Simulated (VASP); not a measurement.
**BaS: single point with LDA**

Crystal: BaS.

```
Ba S
1.0
     5.38445    0.00000    0.00000
    -2.69222    4.66307    0.00000
     0.00000    0.00000    6.38170
Ba S
2 2
Direct
  0.33333 0.66667 0.25000
  0.66667 0.33333 0.75000
  0.66667 0.33333 0.25000
  0.33333 0.66667 0.75000
```

```json
{
 "Program": "VASP 6.6.1",
 "Task": "single point",
 "Functional": "LDA",
 "Potentials or basis": "VASP PAW LDA potentials, release 64 (Ba_sv, S)",
 "Cutoff": "520 eV",
 "k mesh": "6 × 6 × 4",
 "Occupations": "gaussian, width 0.01 eV",
 "Spin": "no spin polarisation"
}
```

```
Pressure               : -1.9 GPa
Band gap on the k mesh : 2.26 eV, indirect (least direct gap 2.41 eV)
```

Stress tensor (GPa, compression positive):
```
-1.83  0.00  0.00
 0.00 -1.83  0.00
 0.00  0.00 -2.17
```

Levels at points of the mesh, in eV from the valence-band top:
| k point | band 12 | band 13 | band 14 | band 15 | band 16 | band 17 | band 18 | band 19 | band 20 | band 21 |
| --- | --- | --- | --- | --- | --- | --- | --- | --- | --- | --- |
| (0.00, 0.00, 0.00) | -0.96 | -0.90 | -0.90 | -0.44 | 0.00 | 2.45 | 3.51 | 3.51 | 4.67 | 5.29 |
| (0.50, 0.00, 0.00) | -0.89 | -0.50 | -0.43 | -0.36 | -0.32 | 2.91 | 3.18 | 3.31 | 4.88 | 5.03 |
| (0.00, 0.00, 0.50) | -1.28 | -1.04 | -1.04 | -1.04 | -1.04 | 3.49 | 3.49 | 5.31 | 5.31 | 5.31 |
| (0.50, 0.00, 0.50) | -1.60 | -0.89 | -0.89 | -0.53 | -0.53 | 3.66 | 3.66 | 4.77 | 4.77 | 5.44 |

Run time: 2 min on 1 thread of Oxide Virtual Turin-like Processor, on a shared host, peak memory 0.21 GiB.

Caveat: spin-orbit coupling is left out, which moves the levels of the heavy elements. LDA gaps usually lie below the measured ones, often by a third to a half.
